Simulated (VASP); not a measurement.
A run of VASP 6.6.1:

INCAR

```
PREC = Accurate ; ENCUT = 560
EDIFF = 1E-6 ; ISMEAR = -1
SIGMA = 0.1 ; LREAL = False
LASPH = True ; NELM = 120
ALGO = Normal ; ISIF = 2
LWAVE = False ; LCHARG = True
LELF = True ; LVHAR = True
NBANDS = 24 ; GGA_COMPAT = False
```

KPOINTS

```
Automatic mesh
0
Gamma
  15 15 8
```

Contents of POSCAR:

```
Ir
1.0
    2.6311419181      0.0000000000      0.0000000000
   -1.3155709590      2.2786357420      0.0000000000
    0.0000000000      0.0000000000      4.2706907610
Ir
2
Direct
    0.3333333333      0.6666666667      0.2500000000
    0.6666666667      0.3333333333      0.7500000000
```

Potentials or basis: VASP PAW LDA potentials, release 64 (Ir_sv_GW).

The run is started by

```sh
$ cat potpaw_LDA.64/Ir_sv_GW/POTCAR > POTCAR
$ mpirun -np 1 vasp_std > vasp.out
```

Hardware: 1 thread of AMD EPYC 7R13 Processor (Zen 3), with other jobs on the host.

Q: Estimate the wall time of this run.

A: Run time: 63 s on 1 thread of AMD EPYC 7R13 Processor (Zen 3), on a shared host, peak memory 0.16 GiB. Counts: scf iterations 12, k points 135.
